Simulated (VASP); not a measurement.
A run of VASP 6.6.1 is set up as follows.

Contents of INCAR:

```
SYSTEM = TiPt3
PREC = Accurate
ENCUT = 600
EDIFF = 1E-7
ISMEAR = 0
SIGMA = 0.05
LREAL = .FALSE.
LASPH = .TRUE.
NELM = 60
ALGO = Normal
ISIF = 3
LWAVE = .FALSE.
LCHARG = .FALSE.
GGA = PE
IBRION = 2
NSW = 80
EDIFFG = -0.02
```

The input KPOINTS:

```
regular mesh
0
G
  5 5 5
  0 0 0
```

File POSCAR:

```
TiPt3
1.0
    3.8970000000      0.0000000000      0.0000000000
    0.0000000000      3.8970000000      0.0000000000
    0.0000000000      0.0000000000      3.8970000000
Ti Pt
1 3
Direct
    0.0000000000      0.0000000000      0.0000000000
    0.0000000000      0.5000000000      0.5000000000
    0.5000000000      0.0000000000      0.5000000000
    0.5000000000      0.5000000000      0.0000000000
```

Potentials or basis: VASP PAW PBE potentials, release 64 (Ti_sv, Pt).

Run with:

```sh
$ cat potpaw_PBE.64/Ti_sv/POTCAR potpaw_PBE.64/Pt/POTCAR > POTCAR
$ mpirun -np 1 vasp_std > vasp.out
```

Predict the space group after relaxing (to 0.05 Å).

Pm-3m (No. 221).

Predict the relaxed volume.

15.36 Å³/atom.

What does it give for the band gap on the k mesh?

Zero (band 21 reaches 12.52 eV, above the bottom of band 22 at 11.18 eV).

The path:
```
step  energy change (eV)  largest force (eV/Å)  pressure (GPa)  volume (Å³)
   1              0.0000                0.0000            9.66        59.18
   2              0.2607                0.0000          -16.68        67.16
   3             -0.0653                0.0000           -0.29        61.51
   4             -0.0654                0.0000           -0.02        61.44
```

Caveat: spin-orbit coupling is left out, which moves the levels of the heavy elements. Zero-point motion and thermal expansion aren't in these numbers.
